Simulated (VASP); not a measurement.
Li3YSb2: single point with LDA

The system is Li3YSb2.

```
Li Y Sb
1.0
     4.59112    0.00000    0.00000
    -2.29556    3.97602    0.00000
     0.00000    0.00000    7.28197
Li Y Sb
3 1 2
Direct
  0.33333 0.66667 0.65101
  0.66667 0.33333 0.34899
  0.00000 0.00000 0.50000
  0.00000 0.00000 0.00000
  0.33333 0.66667 0.24925
  0.66667 0.33333 0.75075
```

| Property | Result |
| --- | --- |
| Program | VASP 6.6.1 |
| Task | single point |
| Functional | LDA |
| Potentials or basis | VASP PAW LDA potentials, release 64 (Li_sv, Y_sv, Sb) |
| Cutoff | 750 eV |
| k mesh | 6 × 6 × 4 |
| Occupations | methfessel-paxton, width 0.1 eV |
| Spin | no spin polarisation |

- Pressure: -4.6 GPa
- Largest force: 0.181 eV/Å
- Band gap on the k mesh: zero (bands 15 and 16 overlap by 0.22 eV)

Forces on the atoms (eV/Å):
```
Li   0.000  0.000  0.011
Li   0.000  0.000 -0.011
Li   0.000  0.000  0.000
Y    0.000  0.000  0.000
Sb   0.000  0.000 -0.181
Sb   0.000  0.000  0.181
```

Stress tensor (GPa, compression positive):
```
-4.58  0.00  0.00
 0.00 -4.58  0.00
 0.00  0.00 -4.78
```

Levels at points of the mesh, in eV from the Fermi level:
```
           k point  band 13  band 14  band 15  band 16  band 17  band 18
(0.00, 0.00, 0.00)    -0.13    -0.13     0.24     1.01     1.13     1.13
(0.50, 0.00, 0.00)    -2.12    -2.02    -1.66     0.36     2.27     2.30
(0.00, 0.00, 0.50)    -1.51    -0.55    -0.55     0.93     0.93     1.11
(0.50, 0.00, 0.50)    -2.16    -1.17    -0.88     0.02     1.80     2.11
```

Wall time 4.1 min on 1 thread of Oxide Virtual Turin-like Processor, with other jobs on the host, peak memory 0.34 GiB.

Caveat: the cell stands under tension; semilocal functionals underestimate gaps, and a narrow one can read as zero; spin-orbit coupling is left out, which moves the levels of the heavy elements.
